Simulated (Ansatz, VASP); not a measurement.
# Ti3Al2: VASP beside Ansatz

```
Ti Al
1.0
     0.00000    4.67782    4.67782
     4.67782    0.00000    4.67782
     4.67782    4.67782    0.00000
Ti Al
6 4
Direct
  0.25000 0.75000 0.75000
  0.75000 0.25000 0.25000
  0.75000 0.25000 0.75000
  0.25000 0.75000 0.25000
  0.75000 0.75000 0.25000
  0.25000 0.25000 0.75000
  0.25000 0.25000 0.25000
  0.75000 0.75000 0.75000
  0.00000 0.00000 0.00000
  0.50000 0.50000 0.50000
```

Alike in both runs: functional PBE; k mesh 4 × 4 × 4; occupations gaussian, width 0.1 eV; no spin polarisation.

Ansatz relaxed the structure, and its values are those at the end. VASP's run is a single point on that final structure, the one shown.

```csv
,VASP,Ansatz
version,VASP 6.6.1,Ansatz 0.2.0
potentials or method,"VASP PAW PBE potentials, release 64 (Ti_sv, Al), cutoff 520 eV","scalar-relativistic, plane waves, PAW"
valence electrons in the cell,84,84
```

```csv
,VASP,Ansatz,Ansatz less VASP
gap on the k mesh at the Fermi level (eV),none,none,-
pressure (GPa),0.1,0.1,+0.01
```

A gap of «none» marks a metal or a gap that the smearing closes.
